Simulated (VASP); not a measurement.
# GaSb (I-4m2) in VASP: further runs

GaSb is run at these levels: r2SCAN; tasks: single point.

Program: VASP 6.6.1. These are calculated values, not measurements. Logs are shortened: lines on timing, memory, paths and dates and some standing lists are left out, and cuts for length are marked.

## 1. The cell of the first run

It takes space group I-4m2 (No. 119, tetragonal). Conventional cell: a = 4.163 Å, b = 4.163 Å, c = 6.132 Å, α = 90.00°, β = 90.00°, γ = 90.00°. Within 3.4 Å of Ga (site symmetry -4m2) lie 4 Sb at 2.59 Å. Sb (site symmetry -4m2) has 4 Ga at 2.59 Å within 3.4 Å.

## 2. Single point, r2SCAN (strain -0.0400 x Voigt [1, 1, 0, 0, 0, 0])

Contents of POSCAR:

```
GaSb
1.0
    0.0000000000      2.9435025349      3.0661484739
    2.9435025349      0.0000000000      3.0661484739
    2.9435025349      2.9435025349      0.0000000000
Ga Sb
1 1
Direct
    0.0000000000      0.0000000000      0.0000000000
    0.7500000000      0.7500000000      0.7500000000
```

Contents of INCAR.step1:

```
  ALGO = Normal
  EDIFF = 1E-4
  ENCUT = 520
  GGA = PE
  ISMEAR = 0
  LASPH = T
  LCHARG = F
  LREAL = F
  LWAVE = T
  NBANDS = 16
  NELM = 80
  PREC = Accurate
  SIGMA = 0.05
```

Contents of INCAR.step2:

```
  ALGO = Normal
  EDIFF = 1E-6
  ENCUT = 520
  ISIF = 2
  ISMEAR = 0
  ISTART = 1
  LASPH = T
  LCHARG = F
  LMIXTAU = T
  LREAL = F
  LWAVE = F
  METAGGA = R2SCAN
  NBANDS = 16
  NELM = 80
  PREC = Accurate
  SIGMA = 0.05
```

Contents of KPOINTS:

```
k-points
0
Gamma
  10 10 10
```

Potentials or basis: VASP PAW PBE potentials, release 64 (Ga_d, Sb).

Run with:

```sh
$ cat potpaw_PBE.64/Ga_d/POTCAR potpaw_PBE.64/Sb/POTCAR > POTCAR
$ cp INCAR.step1 INCAR
$ mpirun -np 1 vasp_std > vasp.out
$ cp INCAR.step2 INCAR
$ mpirun -np 1 vasp_std > vasp.out
```

OUTCAR:

```text
EDIFF = 1E-6
   ENCUT = 520
   ISIF = 2
   ISMEAR = 0
   ISTART = 1
   LASPH = T
   LREAL = F
   METAGGA = R2SCAN
   NELM = 80
   PREC = Accurate

 ion  position               nearest neighbor table
   1  0.000  0.000  0.000-   2 2.59   2 2.59   2 2.59   2 2.59
   2  0.750  0.750  0.750-   1 2.59   1 2.59   1 2.59   1 2.59

  LATTYP: Found a body centered tetragonal cell.
 ALAT       =     4.1627412057
 C/A-ratio  =     1.4731391275

  Lattice vectors:

 A1 = (  -2.9435025349,   0.0000000000,   3.0661484739)
 A2 = (   2.9435025349,   0.0000000000,   3.0661484739)
 A3 = (   0.0000000000,   2.9435025349,  -3.0661484739)

Analysis of symmetry for initial positions (statically):
=====================================================================
 Subroutine PRICEL returns:
 Original cell was already a primitive cell.

 Routine SETGRP: Setting up the symmetry group for a
 body centered tetragonal supercell.

 Subroutine GETGRP returns: Found  8 space group operations
 (whereof  8 operations were pure point group operations)
 out of a pool of 16 trial point group operations.

The static configuration has the point symmetry D_2d.

Analysis of symmetry for dynamics (positions and initial velocities):
=====================================================================
 Subroutine PRICEL returns:
 Original cell was already a primitive cell.

 Routine SETGRP: Setting up the symmetry group for a
 body centered tetragonal supercell.

 Subroutine GETGRP returns: Found  8 space group operations
 (whereof  8 operations were pure point group operations)
 out of a pool of 16 trial point group operations.

The dynamic configuration has the point symmetry D_2d.

 Subroutine INISYM returns: Found  8 space group operations
 (whereof  8 operations are pure point group operations),
 and found     1 'primitive' translations

----------------------------------------------------------------------------------------

                                     Primitive cell

  volume of cell :      53.1315

  direct lattice vectors                    reciprocal lattice vectors
     0.000000000  2.943502535  3.066148474    -0.169865660  0.169865660  0.163071033
     2.943502535  0.000000000  3.066148474     0.169865660 -0.169865660  0.163071033
     2.943502535  2.943502535  0.000000000     0.169865660  0.169865660 -0.163071033

  length of vectors
     4.250349825  4.250349825  4.162741206     0.290346081  0.290346081  0.290346081

  position of ions in fractional coordinates (direct lattice)
     0.000000000  0.000000000  0.000000000
     0.750000000  0.750000000  0.750000000

  ion indices of the primitive-cell ions
   primitive index   ion index
                 1           1
                 2           2

----------------------------------------------------------------------------------------

 KPOINTS: k-points

Automatic generation of k-mesh.
 Grid dimensions read from file:
 generate k-points for:   10   10   10

 Generating k-lattice:

  Cartesian coordinates                     Fractional coordinates (reciprocal lattice)
    -0.016986566  0.016986566  0.016307103     0.100000000 -0.000000000  0.000000000
     0.016986566 -0.016986566  0.016307103    -0.000000000  0.100000000  0.000000000
     0.016986566  0.016986566 -0.016307103     0.000000000  0.000000000  0.100000000

  Length of vectors
     0.029034608  0.029034608  0.029034608

  Shift w.r.t. Gamma in fractional coordinates (k-lattice)
     0.000000000  0.000000000  0.000000000

 Subroutine IBZKPT returns following result:
 ===========================================

 Found    102 irreducible k-points:

 Following reciprocal coordinates:
            Coordinates               Weight
  0.000000  0.000000  0.000000      1.000000
  0.100000  0.000000  0.000000      8.000000
  0.200000  0.000000  0.000000      8.000000
  0.300000  0.000000  0.000000      8.000000
  0.400000  0.000000  0.000000      8.000000
  0.500000  0.000000  0.000000      4.000000
[... 16 lines left out ...]
  0.300000  0.300000  0.000000      2.000000
  0.400000  0.300000  0.000000      8.000000
 [... further k-points ...]
   k-points           NKPTS =    102   k-points in BZ     NKDIM =    102   number of bands    NBANDS=     16
   number of dos      NEDOS =    301   number of ions     NIONS =      2
   total plane-waves  NPLWV =  32768
   dimension x,y,z NGX =    32 NGY =   32 NGZ =   32
   dimension x,y,z NGXF=    64 NGYF=   64 NGZF=   64
   ions per type =               1   1
   NGX,Y,Z   is equivalent  to a cutoff of  12.52, 12.52, 12.78 a.u.
   NGXF,Y,Z  is equivalent  to a cutoff of  25.03, 25.03, 25.56 a.u.
 SYSTEM =  unknown system
   PREC   = accura    normal or accurate (medium, high low for compatibility)
   ISTART =      1    job   : 0-new  1-cont  2-samecut
   ICHARG =      0    charge: 1-file 2-atom 10-const
   ISPIN  =      1    spin polarized calculation?
   LNONCOLLINEAR =      F non collinear calculations
   LSORBIT =      F    spin-orbit coupling
   LASPH  =      T    aspherical Exc in radial PAW
   ENCUT  =  520.0 eV  38.22 Ry    6.18 a.u.   7.90  7.90  7.74*2*pi/ulx,y,z
   NELM   =     80;   NELMIN=  2; NELMDL=  0     # of ELM steps
   EDIFF  = 0.1E-05   stopping-criterion for ELM
   LREAL  =      F    real-space projection
   EDIFFG = 0.1E-04   stopping-criterion for IOM
   NSW    =      0    number of steps for IOM
   IBRION =     -1    ionic relax: 0-MD 1-quasi-New 2-CG
   NFREE  =      0    steps in history (QN), initial steepest desc. (CG)
   ISIF   =      2    stress and relaxation
   ISYM   =      2    0-nonsym 1-usesym 2-fastsym
   POTIM  = 0.5000    time-step for ionic-motion
   TEBEG  =    0.0;   TEEND  =   0.0 temperature during run
   PSTRESS=    0.0 pullay stress
   NELECT =      18.0000    total number of electrons
   NUPDOWN=      -1.0000    fix difference up-down
   EMIN   =  10.00;   EMAX   =-10.00  energy-range for DOS
   EFERMI =   0.00;   METHOD = LEGACY
   ISMEAR =     0;   SIGMA  =   0.05  broadening in eV -4-tet -1-fermi 0-gaus
   EFERMI_NEDOS =   21; number of points for ismear=-14 and -15
   IALGO  =     38    algorithm
   IMIX   =      4    mixing-type and parameters
     AMIX     =   0.40;   BMIX     =  1.00
     AMIX_MAG =   1.60;   BMIX_MAG =  1.00
  volume/ion in A,a.u.               =      26.57       179.27
  Fermi-wavevector in a.u.,A,eV,Ry     =   1.141252  2.156654 17.721001  1.302457
  Thomas-Fermi vector in A             =   2.277953
   LORBIT       =      0    0 simple, 1 ext, 2 COOP (PROOUT), +10 PAW based schemes
   METAGGA = R2SCAN    functional components
   LHFCALC =     F    Hartree Fock is set to
   AEXX    =    0.0000 exact exchange contribution
   IVDW    =     0    specifies the selected vdW correction
   LEPSILON=     F    determine dielectric tensor
   LRPA    =     F    only Hartree local field effects (RPA)
 non-spin polarized calculation
 Gauss-broadening in eV      SIGMA  =   0.05
  energy-cutoff  :      520.00
  volume of cell :       53.13
 maximum number of plane-waves:      1444
   NGX = 15   NGY = 15   NGZ = 15

 number of electron      18.0000011 magnetization

 Free energy of the ion-electron system (eV)
  ---------------------------------------------------
  ext. energy  EPLUGINS =         0.00000000
  ---------------------------------------------------
  free energy    TOTEN  =       -37.52326163 eV

  energy without entropy =      -37.52326163  energy(sigma->0) =      -37.52326163

 E-fermi :   5.8499     XC(G=0): -10.0744

 val. band max:        5.5851296016   @ k =   0.0000   0.0000   0.0000
 cond. band min:       6.3227427562   @ k =   0.5000   0.0000   0.0000
 fundamental gap:      0.7376131546
 Fermi energy:         5.8498745740

 k-point     1 :       0.0000    0.0000    0.0000
  band No.  band energies     occupation
      1     -10.1735      2.00000
      2     -10.1688      2.00000
      3     -10.1688      2.00000
      4     -10.1016      2.00000
      5     -10.0989      2.00000
      6      -7.0058      2.00000
[... 8 lines left out ...]
     15      14.2319      0.00000
     16      15.0109      0.00000

 k-point     2 :       0.1000    0.0000    0.0000
  band No.  band energies     occupation
      1     -10.1753      2.00000
      2     -10.1695      2.00000
      3     -10.1671      2.00000
      4     -10.1019      2.00000
      5     -10.0990      2.00000
      6      -6.8870      2.00000
[... 8 lines left out ...]
     15      13.6325      0.00000
     16      14.2417      0.00000

 k-point     3 :       0.2000    0.0000    0.0000
  band No.  band energies     occupation
      1     -10.1852      2.00000
      2     -10.1659      2.00000
      3     -10.1629      2.00000
      4     -10.1026      2.00000
      5     -10.0990      2.00000
      6      -6.5400      2.00000
[... 8 lines left out ...]
     15      13.5486      0.00000
     16      13.6685      0.00000

 k-point     4 :       0.3000    0.0000    0.0000
  band No.  band energies     occupation
      1     -10.1977      2.00000
      2     -10.1613      2.00000
      3     -10.1582      2.00000
      4     -10.1030      2.00000
      5     -10.0985      2.00000
      6      -6.0035      2.00000
[... 8 lines left out ...]
     15      13.8897      0.00000
     16      13.9505      0.00000
[... 324 lines left out ...]
 k-point    22 :      -0.2000    0.2000    0.0000
  band No.  band energies     occupation
      1     -10.2026      2.00000
      2     -10.1570      2.00000
      3     -10.1564      2.00000
      4     -10.1053      2.00000
      5     -10.0982      2.00000
      6      -5.7943      2.00000
[... 8 lines left out ...]
     15      15.0066      0.00000
     16      15.7463      0.00000

 k-point    23 :       0.3000    0.3000    0.0000
  band No.  band energies     occupation
      1     -10.2141      2.00000
      2     -10.1467      2.00000
      3     -10.1467      2.00000
      4     -10.1077      2.00000
      5     -10.0988      2.00000
      6      -5.6937      2.00000
[... 8 lines left out ...]
     15      16.1872      0.00000
     16      16.2317      0.00000

 k-point    24 :       0.4000    0.3000    0.0000
  band No.  band energies     occupation
      1     -10.2206      2.00000
      2     -10.1435      2.00000
      3     -10.1424      2.00000
      4     -10.1090      2.00000
      5     -10.0987      2.00000
      6      -5.2015      2.00000
[... 8 lines left out ...]
     15      16.7072      0.00000
     16      16.7342      0.00000

 [... further k-points ...]

------------------------ aborting loop because EDIFF is reached ----------------------------------------

  FORCE on cell =-STRESS in cart. coord.  units (eV):
  Direction    XX          YY          ZZ          XY          YZ          ZX
  --------------------------------------------------------------------------------------
  -------------------------------------------------------------------------------------
  Total        2.0357347      2.0357347      1.2905003      0.0000000     -0.0000000      0.0000000
  in kB       61.3874739     61.3874739     38.9149678      0.0000000     -0.0000000      0.0000000
  external PRESSURE =      53.8966386 kB  Pullay stress =       0.0000000 kB

 VOLUME and BASIS-vectors are now :
 -----------------------------------------------------------------------------
  energy-cutoff  :      520.00
  volume of cell :       53.13
      direct lattice vectors                 reciprocal lattice vectors
     0.000000000  2.943502535  3.066148474    -0.169865660  0.169865660  0.163071033
     2.943502535  0.000000000  3.066148474     0.169865660 -0.169865660  0.163071033
     2.943502535  2.943502535  0.000000000     0.169865660  0.169865660 -0.163071033

 POSITION                                       TOTAL-FORCE (eV/Angst)
 -----------------------------------------------------------------------------------
      0.00000      0.00000      0.00000         0.000000      0.000000      0.000000
      4.41525      4.41525      4.59922        -0.000000     -0.000000     -0.000000
 -----------------------------------------------------------------------------------
    total drift:                               -0.000006     -0.000006      0.000018

  FREE ENERGIE OF THE ION-ELECTRON SYSTEM (eV)
  ---------------------------------------------------
  free  energy   TOTEN  =       -37.5232616317 eV

  energy  without entropy=      -37.5232616317  energy(sigma->0) =      -37.52326163
```

It took 81 s on 1 thread of Intel Xeon 6975P-C (Granite Rapids), shared host; peak memory 0.25 GiB.

Results:

- Free energy: -37.5233 eV
- Pressure: 5.4 GPa
- Band gap on the k mesh: 0.74 eV, indirect (least direct gap 0.92 eV)

Stress tensor (GPa, compression positive):
```
6.14 0.00 0.00
0.00 6.14 0.00
0.00 0.00 3.89
```

Caveat: the cell differs from its parent crystal (strain -0.0400 x Voigt [1, 1, 0, 0, 0, 0]); the PAW data sets were made with another functional, which shifts forces and pressure a little; spin-orbit coupling is left out, which moves the levels of the heavy elements. A k mesh can miss the band edges.

## 3. Single point, r2SCAN (strain -0.0300 x Voigt [1, 1, 0, 0, 0, 0])

Contents of POSCAR:

```
GaSb
1.0
    0.0000000000      2.9741640197      3.0661484739
    2.9741640197      0.0000000000      3.0661484739
    2.9741640197      2.9741640197      0.0000000000
Ga Sb
1 1
Direct
    0.0000000000      0.0000000000      0.0000000000
    0.7500000000      0.7500000000      0.7500000000
```

Contents of INCAR.step1:

```
SYSTEM = GaSb
PREC = Accurate ; ENCUT = 520
ISMEAR = 0 ; SIGMA = 0.05
LREAL = .FALSE. ; LASPH = .TRUE.
NELM = 100 ; NBANDS = 16
GGA = PE ; ALGO = Normal
EDIFF = 1E-4 ; LWAVE = .TRUE.
LCHARG = .FALSE.
```

Contents of INCAR.step2:

```
SYSTEM = GaSb
PREC = Accurate ; ENCUT = 520
EDIFF = 1E-6 ; ISMEAR = 0
SIGMA = 0.05 ; LREAL = .FALSE.
LASPH = .TRUE. ; NELM = 100
ALGO = Normal ; ISIF = 2
LWAVE = .FALSE. ; LCHARG = .FALSE.
METAGGA = R2SCAN ; LMIXTAU = .TRUE.
NBANDS = 16 ; ISTART = 1
```

Contents of KPOINTS:

```
Automatic mesh
0
G
  10 10 10
  0 0 0
```

Potentials or basis: VASP PAW PBE potentials, release 64 (Ga_d, Sb).

Run with:

```sh
$ cat potpaw_PBE.64/Ga_d/POTCAR potpaw_PBE.64/Sb/POTCAR > POTCAR
$ cp INCAR.step1 INCAR
$ mpirun -np 1 vasp_std > vasp.out
$ cp INCAR.step2 INCAR
$ mpirun -np 1 vasp_std > vasp.out
```

Run time: 91 s. Hardware: 1 thread of Intel Xeon 6975P-C (Granite Rapids), shared host; peak memory 0.25 GiB.

Results (log left out):

```yaml
Free_energy: -37.5598 eV
Pressure: 3.9 GPa
Band_gap_on_the_k_mesh: 0.73 eV, indirect (least direct gap 0.79 eV)
```

Stress tensor (GPa, compression positive):
```
4.41 0.00 0.00
0.00 4.41 0.00
0.00 0.00 2.78
```

Levels at points of the mesh, in eV from the valence-band top:
```csv
k point,band 7,band 8,band 9,band 10,band 11,band 12
"(0.00, 0.00, 0.00)",-0.21,0.00,0.00,0.79,2.86,2.86
"(0.50, 0.00, 0.00)",-6.94,-1.51,-1.24,0.73,3.87,4.03
"(0.50, 0.50, 0.00)",-7.49,-2.83,-2.83,1.16,1.46,9.55
"(0.50, 0.00, 0.50)",-7.33,-3.05,-3.02,0.90,1.24,9.50
```

Caveat: the cell differs from its parent crystal (strain -0.0300 x Voigt [1, 1, 0, 0, 0, 0]); the PAW data sets were made with another functional, which shifts forces and pressure a little; spin-orbit coupling is left out, which moves the levels of the heavy elements. A k mesh can miss the band edges.
